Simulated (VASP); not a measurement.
# Cu3Pt in VASP: further runs, part 2 of 2

VASP 6.6.1. Earlier steps stand in the parts before.

## 4. Single point, LDA (volume scaled by 0.96)

Input file INCAR:

```
ALGO = Normal
EDIFF = 1E-6
ENCUT = 520
GGA = CA
ISIF = 2
ISMEAR = -1
LASPH = True
LCHARG = False
LREAL = False
LWAVE = False
NBANDS = 30
NELM = 80
PREC = Accurate
SIGMA = 0.05
```

Input file KPOINTS:

```
k-points
0
Gamma
  9 9 9
```

Input file POSCAR:

```
Cu3Pt
1.0
    3.6598587183      0.0000000000      0.0000000000
    0.0000000000      3.6598587183      0.0000000000
    0.0000000000      0.0000000000      3.6598587183
Cu Pt
3 1
Direct
    0.0000000000      0.5000000000      0.5000000000
    0.5000000000      0.0000000000      0.5000000000
    0.5000000000      0.5000000000      0.0000000000
    0.0000000000      0.0000000000      0.0000000000
```

Potentials or basis: VASP PAW LDA potentials, release 64 (Cu, Pt).

Command:

```
$ cat potpaw_LDA.64/Cu/POTCAR potpaw_LDA.64/Pt/POTCAR > POTCAR
$ mpirun -np 1 vasp_std > vasp.out
```

OUTCAR:

```text
EDIFF = 1E-6
   ENCUT = 520
   GGA = CA
   ISIF = 2
   ISMEAR = -1
   LASPH = True
   LREAL = False
   NELM = 80
   PREC = Accurate

 ion  position               nearest neighbor table
   1  0.000  0.500  0.500-   2 2.59   3 2.59   4 2.59   3 2.59   4 2.59   2 2.59   4 2.59   4 2.59
                             2 2.59   3 2.59   3 2.59   2 2.59
   2  0.500  0.000  0.500-   1 2.59   3 2.59   4 2.59   3 2.59   4 2.59   1 2.59   3 2.59   3 2.59
                             1 2.59   4 2.59   4 2.59   1 2.59
   3  0.500  0.500  0.000-   1 2.59   2 2.59   4 2.59   1 2.59   2 2.59   2 2.59   4 2.59   2 2.59
                             1 2.59   4 2.59   1 2.59   4 2.59
   4  0.000  0.000  0.000-   1 2.59   2 2.59   3 2.59   1 2.59   2 2.59   1 2.59   3 2.59   1 2.59
                             2 2.59   3 2.59   2 2.59   3 2.59

  LATTYP: Found a simple cubic cell.
 ALAT       =     3.6598587183

  Lattice vectors:

 A1 = (   3.6598587183,   0.0000000000,   0.0000000000)
 A2 = (   0.0000000000,   3.6598587183,   0.0000000000)
 A3 = (   0.0000000000,   0.0000000000,   3.6598587183)

Analysis of symmetry for initial positions (statically):
=====================================================================
 Subroutine PRICEL returns:
 Original cell was already a primitive cell.

 Routine SETGRP: Setting up the symmetry group for a
 simple cubic supercell.

 Subroutine GETGRP returns: Found 48 space group operations
 (whereof 48 operations were pure point group operations)
 out of a pool of 48 trial point group operations.

The static configuration has the point symmetry O_h .

Analysis of symmetry for dynamics (positions and initial velocities):
=====================================================================
 Subroutine PRICEL returns:
 Original cell was already a primitive cell.

 Routine SETGRP: Setting up the symmetry group for a
 simple cubic supercell.

 Subroutine GETGRP returns: Found 48 space group operations
 (whereof 48 operations were pure point group operations)
 out of a pool of 48 trial point group operations.

The dynamic configuration has the point symmetry O_h .

 Subroutine INISYM returns: Found 48 space group operations
 (whereof 48 operations are pure point group operations),
 and found     1 'primitive' translations

----------------------------------------------------------------------------------------

                                     Primitive cell

  volume of cell :      49.0222

  direct lattice vectors                    reciprocal lattice vectors
     3.659858718  0.000000000  0.000000000     0.273234591  0.000000000  0.000000000
     0.000000000  3.659858718  0.000000000     0.000000000  0.273234591  0.000000000
     0.000000000  0.000000000  3.659858718     0.000000000  0.000000000  0.273234591

  length of vectors
     3.659858718  3.659858718  3.659858718     0.273234591  0.273234591  0.273234591

  position of ions in fractional coordinates (direct lattice)
     0.000000000  0.500000000  0.500000000
     0.500000000  0.000000000  0.500000000
     0.500000000  0.500000000  0.000000000
     0.000000000  0.000000000  0.000000000

  ion indices of the primitive-cell ions
[... 28 lines left out ...]
 ===========================================

 Found     35 irreducible k-points:

 Following reciprocal coordinates:
            Coordinates               Weight
  0.000000  0.000000  0.000000      1.000000
  0.111111  0.000000  0.000000      6.000000
  0.222222  0.000000  0.000000      6.000000
  0.333333  0.000000  0.000000      6.000000
  0.444444  0.000000  0.000000      6.000000
  0.111111  0.111111  0.000000     12.000000
[... 16 lines left out ...]
  0.333333  0.333333  0.111111     24.000000
  0.444444  0.333333  0.111111     48.000000
 [... further k-points ...]
   k-points           NKPTS =     35   k-points in BZ     NKDIM =     35   number of bands    NBANDS=     30
   number of dos      NEDOS =    301   number of ions     NIONS =      4
   total plane-waves  NPLWV =  21952
   dimension x,y,z NGX =    28 NGY =   28 NGZ =   28
   dimension x,y,z NGXF=    56 NGYF=   56 NGZF=   56
   ions per type =               3   1
   NGX,Y,Z   is equivalent  to a cutoff of  12.72, 12.72, 12.72 a.u.
   NGXF,Y,Z  is equivalent  to a cutoff of  25.44, 25.44, 25.44 a.u.
 SYSTEM =  unknown system
   PREC   = accura    normal or accurate (medium, high low for compatibility)
   ISTART =      0    job   : 0-new  1-cont  2-samecut
   ICHARG =      2    charge: 1-file 2-atom 10-const
   ISPIN  =      1    spin polarized calculation?
   LNONCOLLINEAR =      F non collinear calculations
   LSORBIT =      F    spin-orbit coupling
   LASPH  =      T    aspherical Exc in radial PAW
   ENCUT  =  520.0 eV  38.22 Ry    6.18 a.u.   6.80  6.80  6.80*2*pi/ulx,y,z
   NELM   =     80;   NELMIN=  2; NELMDL= -5     # of ELM steps
   EDIFF  = 0.1E-05   stopping-criterion for ELM
   LREAL  =      F    real-space projection
   EDIFFG = 0.1E-04   stopping-criterion for IOM
   NSW    =      0    number of steps for IOM
   IBRION =     -1    ionic relax: 0-MD 1-quasi-New 2-CG
   NFREE  =      0    steps in history (QN), initial steepest desc. (CG)
   ISIF   =      2    stress and relaxation
   ISYM   =      2    0-nonsym 1-usesym 2-fastsym
   POTIM  = 0.5000    time-step for ionic-motion
   TEBEG  =    0.0;   TEEND  =   0.0 temperature during run
   PSTRESS=    0.0 pullay stress
   NELECT =      43.0000    total number of electrons
   NUPDOWN=      -1.0000    fix difference up-down
   EMIN   =  10.00;   EMAX   =-10.00  energy-range for DOS
   EFERMI =   0.00;   METHOD = LEGACY
   ISMEAR =    -1;   SIGMA  =   0.05  broadening in eV -4-tet -1-fermi 0-gaus
   EFERMI_NEDOS =   21; number of points for ismear=-14 and -15
   IALGO  =     38    algorithm
   IMIX   =      4    mixing-type and parameters
     AMIX     =   0.40;   BMIX     =  1.00
     AMIX_MAG =   1.60;   BMIX_MAG =  1.00
  volume/ion in A,a.u.               =      12.26        82.70
  Fermi-wavevector in a.u.,A,eV,Ry     =   1.567112  2.961412 33.413726  2.455840
  Thomas-Fermi vector in A             =   2.669340
   LORBIT       =      0    0 simple, 1 ext, 2 COOP (PROOUT), +10 PAW based schemes
   GGA     = CA    functional components
   LHFCALC =     F    Hartree Fock is set to
   AEXX    =    0.0000 exact exchange contribution
   IVDW    =     0    specifies the selected vdW correction
   LEPSILON=     F    determine dielectric tensor
   LRPA    =     F    only Hartree local field effects (RPA)
 non-spin polarized calculation
  energy-cutoff  :      520.00
  volume of cell :       49.02
 maximum number of plane-waves:      1357
 NGX is ok and might be reduce to    28
   NGX = 13   NGY = 13   NGZ = 13

 number of electron      43.0000060 magnetization

 Free energy of the ion-electron system (eV)
  ---------------------------------------------------
  ext. energy  EPLUGINS =         0.00000000
  ---------------------------------------------------
  free energy    TOTEN  =       -22.13651932 eV

  energy without entropy =      -22.12169289  energy(sigma->0) =      -22.12910611

 E-fermi :   8.5601     XC(G=0): -13.4401

 val. band max:        8.5599022059   @ k =   0.4444   0.4444   0.1111
 cond. band min:       8.5872692910   @ k =   0.4444   0.4444   0.4444
 fundamental gap:      0.0273670851
 Fermi energy:         8.5601004470

 k-point     1 :       0.0000    0.0000    0.0000
  band No.  band energies     occupation
      1      -0.9659      2.00000
      2       2.8344      2.00000
      3       2.8344      2.00000
      4       3.7255      2.00000
      5       3.7255      2.00000
      6       3.7255      2.00000
[... 781 lines left out ...]
     29      20.9351      0.00000
     30      21.6287      0.00000

 [... further k-points ...]

------------------------ aborting loop because EDIFF is reached ----------------------------------------

  FORCE on cell =-STRESS in cart. coord.  units (eV):
  Direction    XX          YY          ZZ          XY          YZ          ZX
  --------------------------------------------------------------------------------------
  -------------------------------------------------------------------------------------
  Total       -1.2796745     -1.2796745     -1.2796745      0.0000000      0.0000000     -0.0000000
  in kB      -41.8231896    -41.8231896    -41.8231896      0.0000000      0.0000000     -0.0000000
  external PRESSURE =     -41.8231896 kB  Pullay stress =       0.0000000 kB

 VOLUME and BASIS-vectors are now :
 -----------------------------------------------------------------------------
  energy-cutoff  :      520.00
  volume of cell :       49.02
      direct lattice vectors                 reciprocal lattice vectors
     3.659858718  0.000000000  0.000000000     0.273234591  0.000000000  0.000000000
     0.000000000  3.659858718  0.000000000     0.000000000  0.273234591  0.000000000
     0.000000000  0.000000000  3.659858718     0.000000000  0.000000000  0.273234591

 POSITION                                       TOTAL-FORCE (eV/Angst)
 -----------------------------------------------------------------------------------
      0.00000      1.82993      1.82993         0.000000      0.000000      0.000000
      1.82993      0.00000      1.82993         0.000000      0.000000      0.000000
      1.82993      1.82993      0.00000         0.000000      0.000000      0.000000
      0.00000      0.00000      0.00000         0.000000      0.000000      0.000000
 -----------------------------------------------------------------------------------
    total drift:                                0.000000      0.000000      0.000000

  FREE ENERGIE OF THE ION-ELECTRON SYSTEM (eV)
  ---------------------------------------------------
  free  energy   TOTEN  =       -22.1365193211 eV

  energy  without entropy=      -22.1216928921  energy(sigma->0) =      -22.12910611
```

OSZICAR:

```text
N       E                     dE             d eps       ncg     rms          rms(c)
DAV:   1     0.337200769200E+03    0.33720E+03   -0.19084E+04  2314   0.235E+03
DAV:   2     0.886773054854E+01   -0.32833E+03   -0.31073E+03  2106   0.400E+02
DAV:   3    -0.245982719567E+02   -0.33466E+02   -0.31566E+02  2342   0.160E+02
DAV:   4    -0.255516032219E+02   -0.95333E+00   -0.94950E+00  2922   0.335E+01
DAV:   5    -0.255680608766E+02   -0.16458E-01   -0.16455E-01  3188   0.337E+00    0.192E+01
DAV:   6    -0.251786536408E+02    0.38941E+00   -0.32706E+01  2364   0.158E+02    0.118E+01
DAV:   7    -0.222245571450E+02    0.29541E+01   -0.14220E+01  2706   0.940E+01    0.388E+00
DAV:   8    -0.221633181004E+02    0.61239E-01   -0.56742E-01  2870   0.722E+00    0.204E+00
DAV:   9    -0.221393415191E+02    0.23977E-01   -0.53614E-02  3466   0.277E+00    0.444E-01
DAV:  10    -0.221369354023E+02    0.24061E-02   -0.98009E-03  2814   0.104E+00    0.190E-01
DAV:  11    -0.221365748044E+02    0.36060E-03   -0.12405E-03  2918   0.975E-01    0.803E-02
DAV:  12    -0.221365242528E+02    0.50552E-04   -0.50909E-04  2880   0.289E-01    0.213E-02
DAV:  13    -0.221365212726E+02    0.29802E-05   -0.73936E-06  2848   0.361E-02    0.116E-02
DAV:  14    -0.221365192973E+02    0.19753E-05   -0.71006E-06  2592   0.245E-02    0.127E-03
DAV:  15    -0.221365193211E+02   -0.23816E-07   -0.31882E-07  1342   0.984E-03
   1 F= -.22136519E+02 E0= -.22129106E+02  d E =-.148264E-01
```

Run time: 30 s. Hardware: 1 thread of Intel Xeon Platinum 8488C (Sapphire Rapids), shared host; peak memory 0.17 GiB.

What came out:

| Item | Value |
| --- | --- |
| Free energy | -22.1365 eV |
| Pressure | -4.2 GPa |

Caveat: spin-orbit coupling is left out, which moves the levels of the heavy elements.

## 5. Single point, LDA (volume scaled by 0.99)

Input file INCAR:

```
  PREC = Accurate
  ENCUT = 520
  EDIFF = 1E-6
  ISMEAR = -1
  SIGMA = 0.05
  LREAL = False
  LASPH = True
  NELM = 60
  ALGO = Normal
  ISIF = 2
  LWAVE = False
  LCHARG = False
  NBANDS = 30
```

Input file KPOINTS:

```
Automatic mesh
0
Gamma
  9 9 9
```

Input file POSCAR:

```
Cu3Pt
1.0
    3.6975918806      0.0000000000      0.0000000000
    0.0000000000      3.6975918806      0.0000000000
    0.0000000000      0.0000000000      3.6975918806
Cu Pt
3 1
Direct
    0.0000000000      0.5000000000      0.5000000000
    0.5000000000      0.0000000000      0.5000000000
    0.5000000000      0.5000000000      0.0000000000
    0.0000000000      0.0000000000      0.0000000000
```

Command:

```
$ cat potpaw_LDA.64/Cu/POTCAR potpaw_LDA.64/Pt/POTCAR > POTCAR
$ mpirun -np 1 vasp_std > vasp.out
```

It took 34 s on 1 thread of Intel Xeon Platinum 8488C (Sapphire Rapids), shared host; peak memory 0.17 GiB.

The run converged. Its results:

- Free energy: -22.0701 eV
- Pressure: -9.7 GPa

Levels at points of the mesh, in eV from the Fermi level:
| k point | band 18 | band 19 | band 20 | band 21 | band 22 | band 23 | band 24 | band 25 |
| --- | --- | --- | --- | --- | --- | --- | --- | --- |
| (0.00, 0.00, 0.00) | -0.68 | -0.11 | -0.11 | -0.11 | 1.88 | 1.88 | 1.88 | 7.22 |

Caveat: spin-orbit coupling is left out, which moves the levels of the heavy elements.

## 6. Single point, LDA (volume scaled by 1.02)

Input file INCAR:

```
SYSTEM = Cu3Pt
  PREC = Accurate
  ENCUT = 520
  EDIFF = 1E-7
  ISMEAR = -1
  SIGMA = 0.05
  LREAL = .False.
  LASPH = .True.
  NELM = 60
  ALGO = Normal
  ISIF = 2
  LWAVE = .False.
  LCHARG = .False.
  GGA = CA
  NBANDS = 30
```

Input file KPOINTS:

```
regular mesh
0
Gamma
  9 9 9
  0 0 0
```

Input file POSCAR:

```
Cu3Pt
1.0
    3.7345702525      0.0000000000      0.0000000000
    0.0000000000      3.7345702525      0.0000000000
    0.0000000000      0.0000000000      3.7345702525
Cu Pt
3 1
Direct
    0.0000000000      0.5000000000      0.5000000000
    0.5000000000      0.0000000000      0.5000000000
    0.5000000000      0.5000000000      0.0000000000
    0.0000000000      0.0000000000      0.0000000000
```

Potentials or basis: VASP PAW LDA potentials, release 64 (Cu, Pt).

Command:

```
$ cat potpaw_LDA.64/Cu/POTCAR potpaw_LDA.64/Pt/POTCAR > POTCAR
$ mpirun -np 1 vasp_std > vasp.out
```

OUTCAR:

```text
SYSTEM = Cu3Pt
   PREC = Accurate
   ENCUT = 520
   EDIFF = 1E-7
   ISMEAR = -1
   LREAL = .False.
   LASPH = .True.
   NELM = 60
   ISIF = 2
   GGA = CA

 ion  position               nearest neighbor table
   1  0.000  0.500  0.500-   2 2.64   3 2.64   4 2.64   3 2.64   4 2.64   2 2.64   4 2.64   4 2.64
                             2 2.64   3 2.64   3 2.64   2 2.64
   2  0.500  0.000  0.500-   1 2.64   3 2.64   4 2.64   3 2.64   4 2.64   1 2.64   3 2.64   3 2.64
                             1 2.64   4 2.64   4 2.64   1 2.64
   3  0.500  0.500  0.000-   1 2.64   2 2.64   4 2.64   1 2.64   2 2.64   2 2.64   4 2.64   2 2.64
                             1 2.64   4 2.64   1 2.64   4 2.64
   4  0.000  0.000  0.000-   1 2.64   2 2.64   3 2.64   1 2.64   2 2.64   1 2.64   3 2.64   1 2.64
                             2 2.64   3 2.64   2 2.64   3 2.64

  LATTYP: Found a simple cubic cell.
 ALAT       =     3.7345702525

  Lattice vectors:

 A1 = (   3.7345702525,   0.0000000000,   0.0000000000)
 A2 = (   0.0000000000,   3.7345702525,   0.0000000000)
 A3 = (   0.0000000000,   0.0000000000,   3.7345702525)

[... 177 lines left out ...]

 E-fermi :   7.6936     XC(G=0): -13.0851

 val. band max:        7.6842029510   @ k =   0.4444   0.4444   0.1111
 cond. band min:       7.7276400169   @ k =   0.3333   0.2222   0.0000
 fundamental gap:      0.0434370660
 Fermi energy:         7.6935843052

 k-point     1 :       0.0000    0.0000    0.0000
  band No.  band energies     occupation
      1      -1.3246      2.00000
      2       2.4356      2.00000
      3       2.4356      2.00000
      4       3.2491      2.00000
      5       3.2491      2.00000
      6       3.2491      2.00000
[... 781 lines left out ...]
     29      19.5303      0.00000
     30      20.2227      0.00000

 [... further k-points ...]

------------------------ aborting loop because EDIFF is reached ----------------------------------------

  FORCE on cell =-STRESS in cart. coord.  units (eV):
  Direction    XX          YY          ZZ          XY          YZ          ZX
  --------------------------------------------------------------------------------------
  -------------------------------------------------------------------------------------
  Total       -4.6140066     -4.6140066     -4.6140066      0.0000000      0.0000000     -0.0000000
  in kB     -141.9276119   -141.9276119   -141.9276119      0.0000000      0.0000000     -0.0000000
  external PRESSURE =    -141.9276119 kB  Pullay stress =       0.0000000 kB

 VOLUME and BASIS-vectors are now :
 -----------------------------------------------------------------------------
  energy-cutoff  :      520.00
  volume of cell :       52.09
      direct lattice vectors                 reciprocal lattice vectors
     3.734570253  0.000000000  0.000000000     0.267768426  0.000000000  0.000000000
     0.000000000  3.734570253  0.000000000     0.000000000  0.267768426  0.000000000
     0.000000000  0.000000000  3.734570253     0.000000000  0.000000000  0.267768426

 POSITION                                       TOTAL-FORCE (eV/Angst)
 -----------------------------------------------------------------------------------
      0.00000      1.86729      1.86729         0.000000      0.000000      0.000000
      1.86729      0.00000      1.86729         0.000000      0.000000      0.000000
      1.86729      1.86729      0.00000         0.000000      0.000000      0.000000
      0.00000      0.00000      0.00000         0.000000      0.000000      0.000000
 -----------------------------------------------------------------------------------
    total drift:                                0.000000      0.000000      0.000000

  FREE ENERGIE OF THE ION-ELECTRON SYSTEM (eV)
  ---------------------------------------------------
  free  energy   TOTEN  =       -21.9558967408 eV

  energy  without entropy=      -21.9419935323  energy(sigma->0) =      -21.94894514
```

OSZICAR:

```text
N       E                     dE             d eps       ncg     rms          rms(c)
DAV:   1     0.342651852813E+03    0.34265E+03   -0.18887E+04  2236   0.231E+03
DAV:   2     0.100928022155E+02   -0.33256E+03   -0.31512E+03  2130   0.401E+02
DAV:   3    -0.242915388192E+02   -0.34384E+02   -0.32296E+02  2376   0.160E+02
DAV:   4    -0.253192163761E+02   -0.10277E+01   -0.10243E+01  2860   0.342E+01
DAV:   5    -0.253369467674E+02   -0.17730E-01   -0.17728E-01  3130   0.343E+00    0.180E+01
DAV:   6    -0.253249884394E+02    0.11958E-01   -0.34878E+01  2376   0.161E+02    0.123E+01
DAV:   7    -0.220354666382E+02    0.32895E+01   -0.15197E+01  2724   0.928E+01    0.331E+00
DAV:   8    -0.219784220057E+02    0.57045E-01   -0.63195E-01  2864   0.721E+00    0.174E+00
DAV:   9    -0.219591506811E+02    0.19271E-01   -0.53445E-02  2878   0.230E+00    0.490E-01
DAV:  10    -0.219561929824E+02    0.29577E-02   -0.10222E-02  2952   0.119E+00    0.170E-01
DAV:  11    -0.219559668527E+02    0.22613E-03   -0.10978E-03  3106   0.875E-01    0.881E-02
DAV:  12    -0.219559013926E+02    0.65460E-04   -0.55491E-04  3052   0.296E-01    0.193E-02
DAV:  13    -0.219558992824E+02    0.21103E-05   -0.74378E-06  3254   0.385E-02    0.130E-02
DAV:  14    -0.219558967212E+02    0.25611E-05   -0.78752E-06  2778   0.245E-02    0.139E-03
DAV:  15    -0.219558967408E+02   -0.19618E-07   -0.31120E-07  2032   0.762E-03
   1 F= -.21955897E+02 E0= -.21948945E+02  d E =-.139032E-01
```

Run time: 44 s. Hardware: 1 thread of Intel Xeon Platinum 8488C (Sapphire Rapids), shared host; peak memory 0.17 GiB.

What came out:

```yaml
Free_energy: -21.9559 eV
Pressure: -14.2 GPa
```

Caveat: spin-orbit coupling is left out, which moves the levels of the heavy elements.

## 7. Overview

| cell | gap on the mesh (eV) | pressure (GPa) |
| --- | --- | --- |
| a = 3.673, b = 3.673, c = 3.710 Å, 4 atoms | none | -8.0 |
| a = 3.710 Å, angles 89.4°, 4 atoms | none | -11.2 |
| a = 3.660 Å, 4 atoms | none | -4.2 |
| a = 3.698 Å, 4 atoms | none | -9.7 |
| a = 3.735 Å, 4 atoms | none | -14.2 |

Alike in all rows: task single point; level LDA; potentials or basis VASP PAW LDA potentials, release 64 (Cu, Pt); no spin polarisation; k mesh 9 × 9 × 9; cutoff (eV) 520; smearing fermi-dirac 0.05 eV.

Caveats: spin-orbit coupling is left out, which moves the levels of the heavy elements.

Absolute energies hang on the potentials; compare differences alone.
